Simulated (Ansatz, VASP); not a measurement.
## HfO2 in VASP and in Ansatz

POSCAR

```
HfO2
1.0
    0.0000000000      2.5291823181      2.5291823181
    2.5291823181      0.0000000000      2.5291823181
    2.5291823181      2.5291823181      0.0000000000
Hf O
1 2
Direct
    0.0000000000      0.0000000000      0.0000000000
    0.2500000000      0.2500000000      0.2500000000
    0.7500000000      0.7500000000      0.7500000000
```

Contents of INCAR.step1:

```
PREC     = Accurate       # precision mode
ENCUT    = 520            # plane-wave cutoff, eV
EDIFF    = 1E-5           # SCF threshold, eV
ISMEAR   = 0              # smearing method
SIGMA    = 0.01           # smearing width, eV
LREAL    = False          # projectors in reciprocal space
LASPH    = True           # aspherical terms in the spheres
NELM     = 80             # most SCF steps
ALGO     = Normal         # electronic algorithm
ISIF     = 2              # what is computed and relaxed
LWAVE    = True           # write WAVECAR
GGA      = PE             # functional
NBANDS   = 18             # bands
```

File INCAR.step2:

```
PREC     = Accurate       # precision mode
ENCUT    = 520            # plane-wave cutoff, eV
EDIFF    = 1E-7           # SCF threshold, eV
ISMEAR   = 0              # smearing method
SIGMA    = 0.01           # smearing width, eV
LREAL    = False          # projectors in reciprocal space
LASPH    = True           # aspherical terms in the spheres
NELM     = 80             # most SCF steps
ALGO     = Normal         # electronic algorithm
ISIF     = 2              # what is computed and relaxed
LWAVE    = False          # write WAVECAR
LCHARG   = True           # write CHGCAR
GGA      = PE             # functional
LHFCALC  = True           # exact exchange
HFSCREEN = 0.2079         # screening, 1/A
PRECFOCK = Normal       
LELF     = True           # ELF
LVHAR    = True         
ISTART   = 1            
NBANDS   = 18             # bands
```

Contents of KPOINTS:

```
Automatic mesh
0
Gamma
  4 4 4
```

Input for Ansatz:

```yaml
crystal:
  lattice:
    - [0.0, 2.5291823181, 2.5291823181]
    - [2.5291823181, 0.0, 2.5291823181]
    - [2.5291823181, 2.5291823181, 0.0]
  atoms:
    - { symbol: Hf, position: [0.0, 0.0, 0.0] }
    - { symbol: O, position: [0.25, 0.25, 0.25] }
    - { symbol: O, position: [0.75, 0.75, 0.75] }
kpoints:
  mp_grid: { grid: [4, 4, 4] }
hamiltonian:
  xc: hse06
scf:
  occupations: { method: fixed }
  n_extra_bands: 4
output:
  forces: true
  stress: true
  eigenvalues: true
```

Alike in both runs: task single point; functional HSE06; k mesh 4 × 4 × 4; no spin polarisation.

|  | VASP | Ansatz |
| --- | --- | --- |
| version | VASP 6.6.1 | Ansatz 0.2.0 |
| potentials or method | VASP PAW PBE potentials, release 64 (Hf_pv, O) | plane waves, PAW |
| plane-wave cutoff (eV) | 520 | 420 |
| occupations | gaussian, width 0.01 eV | fixed |
| valence electrons in the cell | 22 | 38 |

```tsv
	VASP	Ansatz	Ansatz less VASP
gap on the k mesh at the Fermi level (eV)	5.36	5.41	+0.045
pressure (GPa)	-5.3	-0.4	+4.91
```

One of these differences is far larger than is usual between the two programs; its cause wasn't traced. VASP's potentials hold 22 valence electrons a cell and Ansatz's 38, so a difference there can come from the potentials and not from the codes. Ansatz's warnings: stress exchange threshold loose, stress scf threshold loose.

The k mesh is coarse, so the values compare programs but aren't converged. Spin-orbit coupling is off throughout.
